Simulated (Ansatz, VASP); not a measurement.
## TiO2 in VASP and in Ansatz

File INCAR:

```
SYSTEM = TiO2
PREC = Accurate
ENCUT = 520
EDIFF = 1E-6
ISMEAR = -1
SIGMA = 0.02
LREAL = .FALSE.
LASPH = .TRUE.
NELM = 60
ALGO = Normal
ISIF = 2
LWAVE = .FALSE.
LCHARG = .FALSE.
GGA = PE
IBRION = 2
NSW = 80
EDIFFG = -0.02
```

The input KPOINTS:

```
regular mesh
0
G
  7 7 10
  0 0 0
```

The input POSCAR:

```
TiO2
1.0
    4.5940000000      0.0000000000      0.0000000000
    0.0000000000      4.5940000000      0.0000000000
    0.0000000000      0.0000000000      3.0477700000
Ti O
2 4
Direct
    0.0000000000      0.0000000000      0.0000000000
    0.5000000000      0.5000000000      0.5000000000
    0.3042802931      0.3042802931      0.0000000000
    0.1957197069      0.8042802931      0.5000000000
    0.6957197069      0.6957197069      0.0000000000
    0.8042802931      0.1957197069      0.5000000000
```

Input for Ansatz:

```yaml
crystal:
  lattice:
    - [4.594, 0.0, 0.0]
    - [0.0, 4.594, 0.0]
    - [0.0, 0.0, 3.04777]
  atoms:
    - { symbol: Ti, position: [0.0, 0.0, 0.0] }
    - { symbol: Ti, position: [0.5, 0.5, 0.5] }
    - { symbol: O, position: [0.3042802931, 0.3042802931, 0.0] }
    - { symbol: O, position: [0.1957197069, 0.8042802931, 0.5] }
    - { symbol: O, position: [0.6957197069, 0.6957197069, 0.0] }
    - { symbol: O, position: [0.8042802931, 0.1957197069, 0.5] }
kpoints:
  mp_grid: { grid: [7, 7, 10] }
scf:
  occupations: { method: fermi_dirac, width: 0.02 }
hamiltonian:
  xc: pbe
  pseudopotentials: { kind: paw }
output:
  forces: true
  stress: true
  populations: true
  efg:
    quadrupole_moments_barn: { Ti: 0.247, O: -0.02558 }
    contact_densities: true
relax:
  f_tol: 0.02
  max_steps: 60
```

Change from the starting cell: z stretched by +3 %, ions relaxed.

Alike in both runs: task relaxation of the atoms; functional PBE; k mesh 7 × 7 × 10; occupations fermi-dirac, width 0.02 eV; no spin polarisation.

```csv
,VASP,Ansatz
version,VASP 6.6.1,Ansatz 0.2.0
potentials or method,"VASP PAW PBE potentials, release 64 (Ti_sv, O)","plane-wave PAW, scalar-relativistic"
plane-wave cutoff (eV),520,420
valence electrons in the cell,48,48
```

```tsv
	VASP	Ansatz	Ansatz less VASP
gap on the k mesh at the Fermi level, each at its own relaxed structure (eV)	1.75	1.79	+0.033
```

Ansatz's warnings: stress scf threshold loose.
